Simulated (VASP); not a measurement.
# LiH (Fm-3m) in VASP: notebook

Runs on LiH. Level: PBE+D3(BJ). Tasks: single point, relaxation of cell and atoms.

Everything below comes from runs of VASP 6.6.1. Logs are shortened: lines on timing, memory, paths and dates and some standing lists are left out, and cuts for length are marked.

**1. The cell of the first run**

The structure is cubic, space group Fm-3m (No. 225). The conventional cell has a = 3.880 Å, b = 3.880 Å, c = 3.880 Å, α = 90.00°, β = 90.00°, γ = 90.00°. Within 2.6 Å of Li (site symmetry m-3m) lie 6 H at 1.94 Å. Within 2.6 Å of H (site symmetry m-3m) lie 6 Li at 1.94 Å.

**2. Single point, PBE+D3(BJ)**

File INCAR:

```
ALGO = Normal
EDIFF = 1E-6
ENCUT = 750
GGA = PE
GGA_COMPAT = False
ISIF = 2
ISMEAR = 0
IVDW = 12
LASPH = True
LCHARG = False
LREAL = False
LWAVE = False
NBANDS = 9
NELM = 120
PREC = Accurate
SIGMA = 0.02
```

File KPOINTS:

```
k-points
0
Gamma
  10 10 10
```

File POSCAR:

```
LiH
1.0
    0.0000000000      1.9398953941      1.9398953941
    1.9398953941      0.0000000000      1.9398953941
    1.9398953941      1.9398953941      0.0000000000
Li H
1 1
Direct
    0.0000000000      0.0000000000      0.0000000000
    0.5000000000      0.5000000000      0.5000000000
```

Potentials or basis: VASP PAW PBE potentials, release 64 (Li_sv, H).

The run is started by

```console
$ cat potpaw_PBE.64/Li_sv/POTCAR potpaw_PBE.64/H/POTCAR > POTCAR
$ mpirun -np 1 vasp_std > vasp.out
```

OUTCAR:

```text
EDIFF = 1E-6
   ENCUT = 750
   GGA = PE
   ISIF = 2
   ISMEAR = 0
   IVDW = 12
   LASPH = True
   LREAL = False
   NELM = 120
   PREC = Accurate
 IVDW          = 12

 ion  position               nearest neighbor table
   1  0.000  0.000  0.000-
   2  0.500  0.500  0.500-

  LATTYP: Found a face centered cubic cell.
 ALAT       =     3.8797907882

  Lattice vectors:

 A1 = (   0.0000000000,   1.9398953941,   1.9398953941)
 A2 = (   1.9398953941,   0.0000000000,   1.9398953941)
 A3 = (   1.9398953941,   1.9398953941,   0.0000000000)

Analysis of symmetry for initial positions (statically):
=====================================================================
 Subroutine PRICEL returns:
 Original cell was already a primitive cell.

 Routine SETGRP: Setting up the symmetry group for a
 face centered cubic supercell.

 Subroutine GETGRP returns: Found 48 space group operations
 (whereof 48 operations were pure point group operations)
 out of a pool of 48 trial point group operations.

The static configuration has the point symmetry O_h .

Analysis of symmetry for dynamics (positions and initial velocities):
=====================================================================
 Subroutine PRICEL returns:
 Original cell was already a primitive cell.

 Routine SETGRP: Setting up the symmetry group for a
 face centered cubic supercell.

 Subroutine GETGRP returns: Found 48 space group operations
 (whereof 48 operations were pure point group operations)
 out of a pool of 48 trial point group operations.

The dynamic configuration has the point symmetry O_h .

 Subroutine INISYM returns: Found 48 space group operations
 (whereof 48 operations are pure point group operations),
 and found     1 'primitive' translations

----------------------------------------------------------------------------------------

                                     Primitive cell

  volume of cell :      14.6004

  direct lattice vectors                    reciprocal lattice vectors
     0.000000000  1.939895394  1.939895394    -0.257745857  0.257745857  0.257745857
     1.939895394  0.000000000  1.939895394     0.257745857 -0.257745857  0.257745857
     1.939895394  1.939895394  0.000000000     0.257745857  0.257745857 -0.257745857

  length of vectors
     2.743426376  2.743426376  2.743426376     0.446428919  0.446428919  0.446428919

  position of ions in fractional coordinates (direct lattice)
     0.000000000  0.000000000  0.000000000
     0.500000000  0.500000000  0.500000000

  ion indices of the primitive-cell ions
   primitive index   ion index
                 1           1
                 2           2

----------------------------------------------------------------------------------------

 KPOINTS: k-points

Automatic generation of k-mesh.
 Grid dimensions read from file:
 generate k-points for:   10   10   10

 Generating k-lattice:

  Cartesian coordinates                     Fractional coordinates (reciprocal lattice)
    -0.025774586  0.025774586  0.025774586     0.100000000  0.000000000  0.000000000
     0.025774586 -0.025774586  0.025774586     0.000000000  0.100000000  0.000000000
     0.025774586  0.025774586 -0.025774586     0.000000000  0.000000000  0.100000000

  Length of vectors
     0.044642892  0.044642892  0.044642892

  Shift w.r.t. Gamma in fractional coordinates (k-lattice)
     0.000000000  0.000000000  0.000000000

 Subroutine IBZKPT returns following result:
 ===========================================

 Found     47 irreducible k-points:

 Following reciprocal coordinates:
            Coordinates               Weight
  0.000000  0.000000  0.000000      1.000000
  0.100000  0.000000  0.000000      8.000000
  0.200000  0.000000  0.000000      8.000000
  0.300000  0.000000  0.000000      8.000000
  0.400000  0.000000  0.000000      8.000000
  0.500000  0.000000  0.000000      4.000000
[... 16 lines left out ...]
  0.300000  0.300000  0.000000      6.000000
  0.400000  0.300000  0.000000     24.000000
 [... further k-points ...]
   k-points           NKPTS =     47   k-points in BZ     NKDIM =     47   number of bands    NBANDS=      9
   number of dos      NEDOS =    301   number of ions     NIONS =      2
   total plane-waves  NPLWV =  21952
   dimension x,y,z NGX =    28 NGY =   28 NGZ =   28
   dimension x,y,z NGXF=    56 NGYF=   56 NGZF=   56
   ions per type =               1   1
   NGX,Y,Z   is equivalent  to a cutoff of  16.97, 16.97, 16.97 a.u.
   NGXF,Y,Z  is equivalent  to a cutoff of  33.93, 33.93, 33.93 a.u.
 SYSTEM =  unknown system
   PREC   = accura    normal or accurate (medium, high low for compatibility)
   ISTART =      0    job   : 0-new  1-cont  2-samecut
   ICHARG =      2    charge: 1-file 2-atom 10-const
   ISPIN  =      1    spin polarized calculation?
   LNONCOLLINEAR =      F non collinear calculations
   LSORBIT =      F    spin-orbit coupling
   LASPH  =      T    aspherical Exc in radial PAW
   ENCUT  =  750.0 eV  55.12 Ry    7.42 a.u.   6.13  6.13  6.13*2*pi/ulx,y,z
   NELM   =    120;   NELMIN=  2; NELMDL= -5     # of ELM steps
   EDIFF  = 0.1E-05   stopping-criterion for ELM
   LREAL  =      F    real-space projection
   EDIFFG = 0.1E-04   stopping-criterion for IOM
   NSW    =      0    number of steps for IOM
   IBRION =     -1    ionic relax: 0-MD 1-quasi-New 2-CG
   NFREE  =      0    steps in history (QN), initial steepest desc. (CG)
   ISIF   =      2    stress and relaxation
   ISYM   =      2    0-nonsym 1-usesym 2-fastsym
   POTIM  = 0.5000    time-step for ionic-motion
   TEBEG  =    0.0;   TEEND  =   0.0 temperature during run
   PSTRESS=    0.0 pullay stress
   NELECT =       4.0000    total number of electrons
   NUPDOWN=      -1.0000    fix difference up-down
   EMIN   =  10.00;   EMAX   =-10.00  energy-range for DOS
   EFERMI =   0.00;   METHOD = LEGACY
   ISMEAR =     0;   SIGMA  =   0.02  broadening in eV -4-tet -1-fermi 0-gaus
   EFERMI_NEDOS =   21; number of points for ismear=-14 and -15
   IALGO  =     38    algorithm
   IMIX   =      4    mixing-type and parameters
     AMIX     =   0.40;   BMIX     =  1.00
     AMIX_MAG =   1.60;   BMIX_MAG =  1.00
  volume/ion in A,a.u.               =       7.30        49.26
  Fermi-wavevector in a.u.,A,eV,Ry     =   1.063261  2.009272 15.381710  1.130524
  Thomas-Fermi vector in A             =   2.198740
   LORBIT       =      0    0 simple, 1 ext, 2 COOP (PROOUT), +10 PAW based schemes
   GGA     = PE    functional components
   LHFCALC =     F    Hartree Fock is set to
   AEXX    =    0.0000 exact exchange contribution
   IVDW    =    12    specifies the selected vdW correction
   LEPSILON=     F    determine dielectric tensor
   LRPA    =     F    only Hartree local field effects (RPA)
 non-spin polarized calculation
 Gauss-broadening in eV      SIGMA  =   0.02
  energy-cutoff  :      750.00
  volume of cell :       14.60
 maximum number of plane-waves:       701
 NGX is ok and might be reduce to    28
   NGX = 13   NGY = 13   NGZ = 13

 number of electron       3.9999998 magnetization

 Free energy of the ion-electron system (eV)
  ---------------------------------------------------
  ext. energy  EPLUGINS =         0.00000000
  ---------------------------------------------------
  free energy    TOTEN  =        -6.10952317 eV

  energy without entropy =       -6.10952317  energy(sigma->0) =       -6.10952317

 E-fermi :   0.8579     XC(G=0):  -8.8335

 val. band max:        0.5690624989   @ k =   0.5000   0.5000   0.0000
 cond. band min:       3.4700281974   @ k =   0.5000   0.5000   0.0000
 fundamental gap:      2.9009656985
 Fermi energy:         0.8578547687

 k-point     1 :       0.0000    0.0000    0.0000
  band No.  band energies     occupation
      1     -43.6381      2.00000
      2      -5.2489      2.00000
      3      17.9567      0.00000
      4      19.4895      0.00000
      5      19.4895      0.00000
      6      19.4895      0.00000
      7      24.3906      0.00000
      8      24.3906      0.00000
      9      24.3906      0.00000

 k-point     2 :       0.1000    0.0000    0.0000
  band No.  band energies     occupation
      1     -43.6316      2.00000
      2      -5.0662      2.00000
      3      16.1902      0.00000
      4      18.5497      0.00000
      5      19.0614      0.00000
      6      19.0614      0.00000
      7      23.8116      0.00000
      8      25.3061      0.00000
      9      25.3061      0.00000

 k-point     3 :       0.2000    0.0000    0.0000
  band No.  band energies     occupation
      1     -43.6149      2.00000
      2      -4.5328      2.00000
      3      12.5991      0.00000
      4      17.2370      0.00000
      5      18.3793      0.00000
      6      18.3793      0.00000
      7      24.7569      0.00000
      8      25.1199      0.00000
      9      25.1200      0.00000

 k-point     4 :       0.3000    0.0000    0.0000
  band No.  band energies     occupation
      1     -43.5943      2.00000
      2      -3.7102      2.00000
      3       9.2242      0.00000
      4      16.1052      0.00000
      5      17.9710      0.00000
      6      17.9710      0.00000
      7      22.9022      0.00000
      8      22.9022      0.00000
      9      26.4642      0.00000

 k-point     5 :       0.4000    0.0000    0.0000
  band No.  band energies     occupation
      1     -43.5775      2.00000
      2      -2.8055      2.00000
      3       6.7189      0.00000
      4      15.3613      0.00000
      5      17.9161      0.00000
      6      17.9161      0.00000
      7      21.2874      0.00000
      8      21.2874      0.00000
      9      28.4858      0.00000

 k-point     6 :       0.5000    0.0000    0.0000
  band No.  band energies     occupation
      1     -43.5712      2.00000
      2      -2.3525      2.00000
      3       5.7231      0.00000
      4      15.1041      0.00000
      5      17.9896      0.00000
      6      17.9896      0.00000
      7      20.6503      0.00000
      8      20.6503      0.00000
      9      29.6789      0.00000
[... 169 lines left out ...]
 k-point    21 :      -0.3000    0.2000    0.0000
  band No.  band energies     occupation
      1     -43.5717      2.00000
      2      -2.3694      2.00000
      3       7.6577      0.00000
      4      10.3082      0.00000
      5      16.7217      0.00000
      6      17.3445      0.00000
      7      24.4449      0.00000
      8      27.6625      0.00000
      9      28.7055      0.00000

 k-point    22 :      -0.2000    0.2000    0.0000
  band No.  band energies     occupation
      1     -43.5873      2.00000
      2      -3.3530      2.00000
      3      10.4718      0.00000
      4      10.8662      0.00000
      5      17.5865      0.00000
      6      18.5390      0.00000
      7      23.6097      0.00000
      8      25.8461      0.00000
      9      27.5834      0.00000

 k-point    23 :       0.3000    0.3000    0.0000
  band No.  band energies     occupation
      1     -43.5807      2.00000
      2      -2.9227      2.00000
      3       9.6089      0.00000
      4      13.4021      0.00000
      5      13.4021      0.00000
      6      16.7557      0.00000
      7      19.2903      0.00000
      8      30.9537      0.00000
      9      33.4870      0.00000

 k-point    24 :       0.4000    0.3000    0.0000
  band No.  band energies     occupation
      1     -43.5678      2.00000
      2      -1.9780      2.00000
      3       7.5500      0.00000
      4      11.5152      0.00000
      5      12.9301      0.00000
      6      17.6696      0.00000
      7      19.3639      0.00000
      8      32.0349      0.00000
      9      32.4140      0.00000

 [... further k-points ...]

------------------------ aborting loop because EDIFF is reached ----------------------------------------

 Edisp (eV)   -0.36717

 E8    (eV) :    -0.1348

  FORCE on cell =-STRESS in cart. coord.  units (eV):
  Direction    XX          YY          ZZ          XY          YZ          ZX
  --------------------------------------------------------------------------------------
  -------------------------------------------------------------------------------------
  Total      -0.02617    -0.02617    -0.02617    -0.00000    -0.00000     0.00000
  in kB      -2.87224    -2.87224    -2.87224    -0.00000    -0.00000     0.00000
  external pressure =       -2.87 kB  Pullay stress =        0.00 kB

 VOLUME and BASIS-vectors are now :
 -----------------------------------------------------------------------------
  energy-cutoff  :      750.00
  volume of cell :       14.60
      direct lattice vectors                 reciprocal lattice vectors
     0.000000000  1.939895394  1.939895394    -0.257745857  0.257745857  0.257745857
     1.939895394  0.000000000  1.939895394     0.257745857 -0.257745857  0.257745857
     1.939895394  1.939895394  0.000000000     0.257745857  0.257745857 -0.257745857

 POSITION                                       TOTAL-FORCE (eV/Angst)
 -----------------------------------------------------------------------------------
      0.00000      0.00000      0.00000        -0.000000      0.000000     -0.000000
      1.93990      1.93990      1.93990         0.000000     -0.000000      0.000000
 -----------------------------------------------------------------------------------
    total drift:                                0.000000      0.000000      0.000000

  FREE ENERGIE OF THE ION-ELECTRON SYSTEM (eV)
  ---------------------------------------------------
  free  energy   TOTEN  =        -6.4766948089 eV

  energy  without entropy=       -6.4766948089  energy(sigma->0) =       -6.47669481
```

Run time: 23 s. Hardware: 1 thread of Intel Xeon 8259CL, shared host; peak memory 0.16 GiB.

What came out:

| Quantity | Value |
| --- | --- |
| Free energy | -6.4767 eV |
| Pressure | -0.3 GPa |
| Band gap on the k mesh | 2.90 eV, direct |
| Dispersion energy per atom | -0.184 eV |

**3. Relaxation of cell and atoms, PBE+D3(BJ)**

This run uses another cell than the first one, of 8.10 Å³/atom, 1.110 times its volume.

File INCAR:

```
PREC = Accurate
ENCUT = 750
EDIFF = 1E-7
ISMEAR = 0
SIGMA = 0.02
LREAL = F
LASPH = T
NELM = 120
ALGO = Normal
ISIF = 3
LWAVE = F
LCHARG = F
GGA = PE
IVDW = 12
IBRION = 2
NSW = 70
EDIFFG = -0.02
GGA_COMPAT = F
NELMIN = 4
```

File KPOINTS:

```
regular mesh
0
Gamma
  10 10 10
```

File POSCAR:

```
LiH
1.0
    0.0000000000      2.0086190000      2.0086190000
    2.0086190000      0.0000000000      2.0086190000
    2.0086190000      2.0086190000      0.0000000000
Li H
1 1
Direct
    0.0000000000      0.0000000000      0.0000000000
    0.5000000000      0.5000000000      0.5000000000
```

Potentials or basis: VASP PAW PBE potentials, release 64 (Li_sv, H).

The run is started by

```console
$ cat potpaw_PBE.64/Li_sv/POTCAR potpaw_PBE.64/H/POTCAR > POTCAR
$ mpirun -np 1 vasp_std > vasp.out
```

Wall time 50 s (1 thread of Intel Xeon 8259CL, shared host); peak memory 0.16 GiB.

Results (log left out):

```
Free energy                            : -6.4780 eV
Relaxed volume                         : 7.26 Å³/atom
Relaxed cell                           : a = 2.738 Å, b = 2.738 Å, c = 2.738 Å, α = 60.00°, β = 60.00°, γ = 60.00°
Space group after relaxing (to 0.05 Å) : Fm-3m (No. 225)
Energy gained by relaxing              : 10.8 meV/atom
Ionic steps                            : 4
Pressure after relaxing                : 0.1 GPa
Band gap on the k mesh                 : 2.90 eV, direct
Dispersion energy per atom             : -0.185 eV
```

Step by step:
```csv
step,energy change (eV),largest force (eV/Å),pressure (GPa),volume (Å³)
1,0.0000,0.0000,-3.81,16.21
2,-0.0095,0.0000,-2.98,15.76
3,-0.0210,0.0000,-0.76,14.80
4,-0.0216,0.0000,0.06,14.51
```

Final structure:
```yaml
crystal:
  lattice:
    - [0.00000, 1.93593, 1.93593]
    - [1.93593, 0.00000, 1.93593]
    - [1.93593, 1.93593, 0.00000]
  atoms:
    - { symbol: Li, position: [0.00000, 0.00000, 0.00000] }
    - { symbol: H, position: [0.50000, 0.50000, 0.50000] }
```

Levels at points of the mesh, in eV from the valence-band top:
```
           k point  band 1  band 2  band 3  band 4  band 5
(0.00, 0.00, 0.00)  -44.20   -5.84   17.47   18.99   18.99
(0.50, 0.00, 0.00)  -44.13   -2.94    5.17   14.59   17.48
(0.50, 0.50, 0.00)  -44.11    0.00    2.90   11.34   11.34
```

A k mesh can miss the band edges. PBE gaps usually lie below the measured ones, often by a third to a half.
